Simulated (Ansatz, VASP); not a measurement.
**AlGa3N4 in VASP and in Ansatz**

The input INCAR:

```
  PREC = Accurate
  ENCUT = 520
  EDIFF = 1E-6
  ISMEAR = 0
  SIGMA = 0.05
  LREAL = F
  LASPH = T
  NELM = 100
  ALGO = Normal
  ISIF = 2
  LWAVE = F
  LCHARG = F
  NBANDS = 41
```

The input KPOINTS:

```
regular mesh
0
Gamma
  6 6 6
```

POSCAR

```
AlGa3N4
1.0
    4.4890746405     -0.1340712303     -0.1340712303
   -0.1340712303      4.4890746405     -0.1340712303
   -0.1340712303     -0.1340712303      4.4890746405
Al Ga N
1 3 4
Direct
    0.0000000000      0.0000000000      0.0000000000
    0.5000000000      0.5000000000      0.0000000000
    0.5000000000      0.0000000000      0.5000000000
    0.0000000000      0.5000000000      0.5000000000
    0.7548078379      0.7548078379      0.2451921621
    0.7548078379      0.2451921621      0.7548078379
    0.2451921621      0.7548078379      0.7548078379
    0.2451921621      0.2451921621      0.2451921621
```

Input for Ansatz:

```yaml
crystal:
  lattice:
    - [4.4890746405, -0.1340712303, -0.1340712303]
    - [-0.1340712303, 4.4890746405, -0.1340712303]
    - [-0.1340712303, -0.1340712303, 4.4890746405]
  atoms:
    - { symbol: Al, position: [0.0, 0.0, 0.0] }
    - { symbol: Ga, position: [0.5, 0.5, 0.0] }
    - { symbol: Ga, position: [0.5, 0.0, 0.5] }
    - { symbol: Ga, position: [0.0, 0.5, 0.5] }
    - { symbol: "N", position: [0.7548078379, 0.7548078379, 0.2451921621] }
    - { symbol: "N", position: [0.7548078379, 0.2451921621, 0.7548078379] }
    - { symbol: "N", position: [0.2451921621, 0.7548078379, 0.7548078379] }
    - { symbol: "N", position: [0.2451921621, 0.2451921621, 0.2451921621] }
basis:
  ecutwfc: 520.0
kpoints:
  mp_grid: { grid: [6, 6, 6] }
hamiltonian:
  xc: lda
  pseudopotentials: { kind: paw, azcp: { folder: soft_1 } }
scf:
  occupations: { method: gaussian, width: 0.05 }
output:
  forces: true
  stress: true
  eigenvalues: true
```

Alike in both runs: task single point; functional LDA; k mesh 6 × 6 × 6; occupations gaussian, width 0.05 eV; no spin polarisation.

```csv
,VASP,Ansatz
version,VASP 6.6.1,Ansatz 0.2.0
potentials or method,"VASP PAW LDA potentials, release 64 (Al, Ga_d, N), cutoff 520 eV","scalar-relativistic, plane waves, PAW"
valence electrons in the cell,62,62
```

Ansatz gave:

| Property | Result |
| --- | --- |
| gap on the k mesh at the Fermi level (eV) | 1.95 |
| least direct gap on the mesh (eV) | 1.95 |
| pressure (GPa) | -5.0 |
| traceless stress, the component that is largest in VASP (GPa) | 12.43 |
| rms of the force components (eV/Å) | 0.668 |

Q: Estimate VASP's values.

A: gap on the k mesh at the Fermi level (eV): 1.95; least direct gap on the mesh (eV): 1.95; pressure (GPa): -4.2; traceless stress, the component that is largest in VASP (GPa): 12.63; rms of the force components (eV/Å): 0.693.

Ansatz warns that its potentials were made for another functional, while VASP's fit it. LDA's correlation is that of Perdew and Zunger in VASP and of Perdew and Wang (1992) in Ansatz. Atom by atom the forces differ by 0.027 eV/Å (rms over components).
